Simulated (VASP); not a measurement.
# Mg5Te (Immm) in VASP: relaxation of cell and atoms with PBE

Aim: the relaxation of cell and atoms of Mg5Te with PBE.

All numbers are computed with VASP 6.6.1; they aren't measurements. Logs are shortened: lines on timing, memory, paths and dates and some standing lists are left out, and cuts for length are marked.

## 1. The cell of the first run

Symmetry: Immm, No. 71, orthorhombic system. The conventional cell has a = 6.696 Å, b = 6.748 Å, c = 7.539 Å, α = 90.00°, β = 90.00°, γ = 90.00°. Within 4.0 Å of Mg (site symmetry mmm) lie 8 Mg at 3.03 Å and 2 Te at 3.77 Å. Mg (site symmetry -1) has 8 Mg at 3.03 to 3.77 Å and 2 Te at 3.03 Å within 4.0 Å. Te (site symmetry mmm) has 10 Mg at 3.03 to 3.77 Å within 4.0 Å.

## 2. Relaxation of cell and atoms, PBE

Input file INCAR:

```
SYSTEM = Mg5Te
  PREC = Accurate
  ENCUT = 600
  EDIFF = 1E-6
  ISMEAR = 0
  SIGMA = 0.1
  LREAL = .False.
  LASPH = .True.
  NELM = 80
  ALGO = Fast
  ISIF = 3
  LWAVE = .False.
  LCHARG = .False.
  GGA = PE
  IBRION = 2
  NSW = 100
  EDIFFG = -0.01
```

Input file KPOINTS:

```
Automatic mesh
0
Gamma
  8 8 8
  0 0 0
```

Input file POSCAR:

```
Mg5Te
1.0
   -3.3477856696      3.3742000704      3.7693863234
    3.3477856696     -3.3742000704      3.7693863234
    3.3477856696      3.3742000704     -3.7693863234
Mg Te
5 1
Direct
    0.5000000000      0.0000000000      0.5000000000
    0.5000000000      0.0000000000      0.0000000000
    0.0000000000      0.0000000000      0.5000000000
    0.5000000000      0.5000000000      0.5000000000
    0.0000000000      0.5000000000      0.0000000000
    0.0000000000      0.5000000000      0.5000000000
```

Potentials or basis: VASP PAW PBE potentials, release 64 (Mg, Te).

On the command line:

```console
> cat potpaw_PBE.64/Mg/POTCAR potpaw_PBE.64/Te/POTCAR > POTCAR
> mpirun -np 1 vasp_std > vasp.out
```

OUTCAR:

```text
SYSTEM = Mg5Te
   PREC = Accurate
   ENCUT = 600
   EDIFF = 1E-6
   ISMEAR = 0
   LREAL = .False.
   LASPH = .True.
   NELM = 80
   ISIF = 3
   GGA = PE
   IBRION = 2
   NSW = 100
   EDIFFG = -0.01

 ion  position               nearest neighbor table
   1  0.500  0.000  0.500-   2 3.03   3 3.03   4 3.03   5 3.03   2 3.03   4 3.03   3 3.03   5 3.03

   2  0.500  0.000  0.000-   1 3.03   6 3.03   1 3.03   6 3.03   4 3.35   4 3.35   3 3.37   3 3.37

   3  0.000  0.000  0.500-   1 3.03   6 3.03   6 3.03   1 3.03   5 3.35   5 3.35   2 3.37   2 3.37

   4  0.500  0.500  0.500-   1 3.03   6 3.03   1 3.03   6 3.03   2 3.35   2 3.35   5 3.37   5 3.37

   5  0.000  0.500  0.000-   1 3.03   6 3.03   6 3.03   1 3.03   3 3.35   3 3.35   4 3.37   4 3.37

   6  0.000  0.500  0.500-   2 3.03   3 3.03   4 3.03   5 3.03   5 3.03   3 3.03   4 3.03   2 3.03

  LATTYP: Found a body centered orthorhombic cell.
 ALAT       =     6.6955713392
 B/A-ratio  =     1.0078901111
 C/A-ratio  =     1.1259341832

  Lattice vectors:

 A1 = (  -3.3477856696,   3.3742000704,   3.7693863234)
 A2 = (   3.3477856696,  -3.3742000704,   3.7693863234)
 A3 = (   3.3477856696,   3.3742000704,  -3.7693863234)

Analysis of symmetry for initial positions (statically):
=====================================================================
 Subroutine PRICEL returns:
 Original cell was already a primitive cell.

 Routine SETGRP: Setting up the symmetry group for a
 body centered orthorhombic supercell.

 Subroutine GETGRP returns: Found  8 space group operations
 (whereof  8 operations were pure point group operations)
 out of a pool of  8 trial point group operations.

The static configuration has the point symmetry D_2h.

Analysis of symmetry for dynamics (positions and initial velocities):
=====================================================================
 Subroutine PRICEL returns:
 Original cell was already a primitive cell.

 Routine SETGRP: Setting up the symmetry group for a
 body centered orthorhombic supercell.

 Subroutine GETGRP returns: Found  8 space group operations
 (whereof  8 operations were pure point group operations)
 out of a pool of  8 trial point group operations.

The dynamic configuration has the point symmetry D_2h.

 Subroutine INISYM returns: Found  8 space group operations
 (whereof  8 operations are pure point group operations),
 and found     1 'primitive' translations

----------------------------------------------------------------------------------------

                                     Primitive cell
[... 137 lines left out ...]
   NGX = 25   NGY = 25   NGZ = 25

--------------------------------------- Ionic step        1  -------------------------------------------

 number of electron      16.0000001 magnetization

 Free energy of the ion-electron system (eV)
  ---------------------------------------------------
  ext. energy  EPLUGINS =         0.00000000
  ---------------------------------------------------
  free energy    TOTEN  =       -10.16887464 eV

  energy without entropy =      -10.15693003  energy(sigma->0) =      -10.16290234

------------------------ aborting loop because EDIFF is reached ----------------------------------------

  FORCE on cell =-STRESS in cart. coord.  units (eV):
  Direction    XX          YY          ZZ          XY          YZ          ZX
  --------------------------------------------------------------------------------------
  -------------------------------------------------------------------------------------
  Total       -0.0835046     -0.1852660      0.5814115      0.0000000      0.0000000      0.0000000
  in kB       -0.7855286     -1.7427987      5.4693418      0.0000000      0.0000000      0.0000000
  external PRESSURE =       0.9803382 kB  Pullay stress =       0.0000000 kB
[... 101 lines left out ...]
  FREE ENERGIE OF THE ION-ELECTRON SYSTEM (eV)
  ---------------------------------------------------
  free  energy   TOTEN  =       -10.1761225476 eV

  energy  without entropy=      -10.1622919037  energy(sigma->0) =      -10.16920723

[... ionic steps 4 to 25 ...]

--------------------------------------- Ionic step       26  -------------------------------------------

 number of electron      16.0000001 magnetization

------------------------ aborting loop because EDIFF is reached ----------------------------------------
[... 75 lines left out ...]
--------------------------------------- Ionic step       28  -------------------------------------------

 number of electron      16.0000000 magnetization

 Free energy of the ion-electron system (eV)
  ---------------------------------------------------
  ext. energy  EPLUGINS =         0.00000000
  ---------------------------------------------------
  free energy    TOTEN  =       -10.31069806 eV

  energy without entropy =      -10.30186901  energy(sigma->0) =      -10.30628354

 E-fermi :   2.5752     XC(G=0):  -8.1177

 val. band max:        2.5658607731   @ k =   0.5000   0.5000   0.1250
 cond. band min:       2.5760647523   @ k =   0.5000   0.5000   0.3750
 fundamental gap:      0.0102039792
 Fermi energy:         2.5752447015

 k-point     1 :       0.0000    0.0000    0.0000
  band No.  band energies     occupation
      1      -8.6103      2.00000
      2      -2.1855      2.00000
      3      -1.2745      2.00000
      4      -0.1893      2.00000
      5      -0.1889      2.00000
      6       1.8255      2.00000
      7       1.8268      2.00000
      8       1.9233      2.00000
      9       2.2120      2.00000
     10       3.2515      0.00000
     11       3.4586      0.00000
     12       3.4591      0.00000
[... 331 lines left out ...]
 k-point    24 :       0.2500    0.3750    0.0000
  band No.  band energies     occupation
      1      -8.5050      2.00000
      2      -2.6660      2.00000
      3      -1.4234      2.00000
      4      -0.8653      2.00000
      5      -0.3056      2.00000
      6       0.7915      2.00000
      7       1.8310      2.00000
      8       1.9970      2.00000
      9       2.9070      0.00000
     10       4.1431      0.00000
     11       4.6910      0.00000
     12       5.5439      0.00000

 [... further k-points ...]

------------------------ aborting loop because EDIFF is reached ----------------------------------------

  FORCE on cell =-STRESS in cart. coord.  units (eV):
  Direction    XX          YY          ZZ          XY          YZ          ZX
  --------------------------------------------------------------------------------------
  -------------------------------------------------------------------------------------
  Total       -0.0533981     -0.0590566     -0.0431531      0.0000000      0.0000000      0.0000000
  in kB       -0.5086153     -0.5625123     -0.4110316      0.0000000      0.0000000      0.0000000
  external PRESSURE =      -0.4940531 kB  Pullay stress =       0.0000000 kB
[... 21 lines left out ...]
  FREE ENERGIE OF THE ION-ELECTRON SYSTEM (eV)
  ---------------------------------------------------
  free  energy   TOTEN  =       -10.3106980615 eV

  energy  without entropy=      -10.3018690120  energy(sigma->0) =      -10.30628354

 reached required accuracy - stopping structural energy minimisation
```

OSZICAR:

```text
N       E                     dE             d eps       ncg     rms          rms(c)
DAV:   1     0.412505299180E+02    0.41251E+02   -0.54118E+03  2280   0.110E+03
DAV:   2    -0.625248618069E+01   -0.47503E+02   -0.44165E+02  2832   0.124E+02
[... 235 lines left out ...]
  27 F= -.10310367E+02 E0= -.10305795E+02  d E =-.372338E-03
       N       E                     dE             d eps       ncg     rms          rms(c)
DAV:   1    -0.103109646663E+02   -0.59772E-03   -0.16928E-02  2664   0.691E-01    0.100E-01
RMM:   2    -0.103107823121E+02    0.18235E-03   -0.54731E-04  2296   0.150E-01    0.419E-02
RMM:   3    -0.103106977735E+02    0.84539E-04   -0.22470E-04  2288   0.774E-02    0.135E-02
RMM:   4    -0.103106976563E+02    0.11728E-06   -0.34926E-05  2318   0.355E-02    0.116E-02
RMM:   5    -0.103106980615E+02   -0.40529E-06   -0.41073E-06  1848   0.144E-02
  28 F= -.10310698E+02 E0= -.10306284E+02  d E =-.703661E-03
```

CONTCAR:

```text
Mg5Te
   1.00000000000000
    -3.0080730736646246    3.0084289075211843    4.6468533445997284
     3.0080730736646246   -3.0084289075211843    4.6468533445997284
     3.0080730736646246    3.0084289075211843   -4.6468533445997284
  Mg              Te
     5     1
Direct
     0.5000000000000000    0.0000000000000000    0.5000000000000000
     0.5000000000000000    0.0000000000000000    0.0000000000000000
     0.0000000000000000    1.0000000000000000    0.5000000000000000
     0.5000000000000000    0.5000000000000000    0.5000000000000000
     0.0000000000000000    0.5000000000000000    0.0000000000000000
     0.0000000000000000    0.5000000000000000    0.5000000000000000

  0.00000000E+00  0.00000000E+00  0.00000000E+00
  0.00000000E+00  0.00000000E+00  0.00000000E+00
  0.00000000E+00  0.00000000E+00  0.00000000E+00
  0.00000000E+00  0.00000000E+00  0.00000000E+00
  0.00000000E+00  0.00000000E+00  0.00000000E+00
  0.00000000E+00  0.00000000E+00  0.00000000E+00
```

It took 61 min on 1 thread of Intel Xeon Platinum 8488C (Sapphire Rapids), shared host; peak memory 0.55 GiB.

What came out:

| Item | Value |
| --- | --- |
| Free energy | -10.3107 eV |
| Relaxed volume | 28.03 Å³/atom |
| Relaxed cell | a = 6.300 Å, b = 6.300 Å, c = 6.300 Å, α = 122.96°, β = 122.95°, γ = 84.95° |
| Space group after relaxing (to 0.05 Å) | I4/mmm (No. 139) |
| Energy gained by relaxing | 23.6 meV/atom |
| Ionic steps | 28 |
| Pressure after relaxing | 0.0 GPa |
| Band gap on the k mesh | zero (band 8 reaches 3.45 eV, above the bottom of band 9 at 2.07 eV) |

Step by step:
| step | energy change (eV) | largest force (eV/Å) | pressure (GPa) | volume (Å³) |
| --- | --- | --- | --- | --- |
| 1 | 0.0000 | 0.0000 | 0.10 | 170.32 |
| 2 | -0.0027 | 0.0000 | 0.01 | 170.74 |
| 3 | -0.0072 | 0.0000 | -0.20 | 172.01 |
| 4 | -0.0079 | 0.0000 | -0.29 | 172.60 |
| 5 | -0.0104 | 0.0000 | -0.10 | 171.49 |
| 6 | -0.0111 | 0.0000 | 0.06 | 170.52 |
| 7 | -0.0111 | 0.0000 | 0.08 | 170.38 |
| 8 | -0.0115 | 0.0000 | 0.07 | 170.51 |
| 9 | -0.0124 | 0.0000 | 0.01 | 170.89 |
| 10 | -0.0158 | 0.0000 | -0.11 | 171.61 |
| 11 | -0.0320 | 0.0000 | -0.32 | 172.85 |
| 12 | -0.0680 | 0.0000 | -0.73 | 174.61 |
| 13 | -0.0070 | 0.0000 | -1.16 | 175.42 |
| 14 | -0.0792 | 0.0000 | -0.84 | 174.94 |
| 15 | -0.0913 | 0.0000 | -1.13 | 175.50 |
| 16 | -0.0932 | 0.0000 | -0.98 | 175.23 |
| 17 | -0.0973 | 0.0000 | -1.10 | 175.44 |
| 18 | -0.0969 | 0.0000 | -1.04 | 175.34 |
| 19 | -0.0975 | 0.0000 | -1.06 | 175.37 |
| 20 | -0.1097 | 0.0000 | -0.84 | 173.83 |
| 21 | -0.1320 | 0.0000 | -0.16 | 169.27 |
| 22 | -0.1346 | 0.0000 | 0.23 | 167.04 |
| 23 | -0.1346 | 0.0000 | 0.19 | 167.24 |
| 24 | -0.1371 | 0.0000 | 0.15 | 167.40 |
| 25 | -0.1410 | 0.0000 | 0.04 | 167.86 |
| 26 | -0.1411 | 0.0000 | 0.02 | 167.94 |
| 27 | -0.1415 | 0.0000 | -0.01 | 168.02 |
| 28 | -0.1418 | 0.0000 | -0.05 | 168.21 |

Final structure:
```
CELL_PARAMETERS angstrom
-3.00807 3.00843 4.64685
3.00807 -3.00843 4.64685
3.00807 3.00843 -4.64685
ATOMIC_POSITIONS crystal
Mg 0.50000 0.00000 0.50000
Mg 0.50000 0.00000 0.00000
Mg 0.00000 0.00000 0.50000
Mg 0.50000 0.50000 0.50000
Mg 0.00000 0.50000 0.00000
Te 0.00000 0.50000 0.50000
```

Levels at points of the mesh, in eV from the Fermi level:
```
           k point  band 6  band 7  band 8  band 9  band 10  band 11
(0.00, 0.00, 0.00)   -0.75   -0.75   -0.65   -0.36     0.68     0.88
(0.50, 0.00, 0.00)   -1.46   -0.81   -0.69   -0.09     1.50     1.65
(0.00, 0.50, 0.00)   -1.46   -0.81   -0.69   -0.09     1.50     1.65
(0.50, 0.50, 0.00)   -2.55   -0.47    0.08    1.15     1.25     2.63
(0.50, 0.50, 0.50)   -1.11   -0.59    0.87    0.87     1.36     2.22
```

Caveat: spin-orbit coupling is left out, which moves the levels of the heavy elements.
